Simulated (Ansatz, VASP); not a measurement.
**Two plane-wave programs on ZnCl3**

File INCAR:

```
  PREC = Accurate
  ENCUT = 520
  EDIFF = 1E-6
  ISMEAR = 0
  SIGMA = 0.1
  LREAL = False
  LASPH = True
  NELM = 60
  ALGO = Normal
  ISIF = 2
  LWAVE = False
  LCHARG = True
  GGA = PE
  LELF = True
  LVHAR = True
  NBANDS = 24
```

KPOINTS

```
regular mesh
0
Gamma
  6 6 2
```

The input POSCAR:

```
ZnCl3
1.0
    3.1882930900      0.0000000000      0.0000000000
   -1.5941465400      2.7611428100      0.0000000000
    0.0000000000      0.0000000000     10.1014236700
Zn Cl
1 3
Direct
    0.6666666700      0.3333333300      0.0000000000
    0.6666666700      0.3333333300      0.5000000000
    0.3333333300      0.6666666700      0.2505199900
    0.3333333300      0.6666666700      0.7494800100
```

Input for Ansatz:

```yaml
crystal:
  lattice:
    - [3.18829309, 0.0, 0.0]
    - [-1.59414654, 2.76114281, 0.0]
    - [0.0, 0.0, 10.10142367]
  atoms:
    - { symbol: Zn, position: [0.66666667, 0.33333333, 0.0] }
    - { symbol: Cl, position: [0.66666667, 0.33333333, 0.5] }
    - { symbol: Cl, position: [0.33333333, 0.66666667, 0.25051999] }
    - { symbol: Cl, position: [0.33333333, 0.66666667, 0.74948001] }
basis:
  ecutwfc: 420
kpoints:
  mp_grid: { grid: [6, 6, 2] }
hamiltonian:
  xc: pbe
scf:
  occupations: { method: gaussian, width: 0.1 }
  lower_state_search: "off"
output:
  forces: true
  stress: true
  eigenvalues: true
```

Change from the starting cell: species swapped into the MnFe3 type (P-6m2, No. 187).

Alike in both runs: task single point; functional PBE; k mesh 6 × 6 × 2; occupations gaussian, width 0.1 eV; no spin polarisation.

|  | VASP | Ansatz |
| --- | --- | --- |
| version | VASP 6.6.1 | Ansatz 0.2.0 |
| potentials or method | VASP PAW PBE potentials, release 64 (Zn, Cl), cutoff 520 eV | scalar-relativistic, plane waves, PAW |
| valence electrons in the cell | 33 | 33 |

|  | VASP | Ansatz | Ansatz less VASP |
| --- | --- | --- | --- |
| gap on the k mesh at the Fermi level (eV) | none | none | - |
| pressure (GPa) | -3.2 | -3.1 | +0.07 |
| traceless stress, the component that is largest in VASP (GPa) | -6.36 | -6.34 | +0.019 |
| rms of the force components (eV/Å) | 0.546 | 0.546 | -0.0004 |

Atom by atom the forces differ by 0.000 eV/Å (rms over components). A gap of «none» marks a metal or a gap that the smearing closes. With one functional, cell and mesh, what is left measures potentials, basis and numerics.

The k mesh is coarse, so the values compare programs but aren't converged.
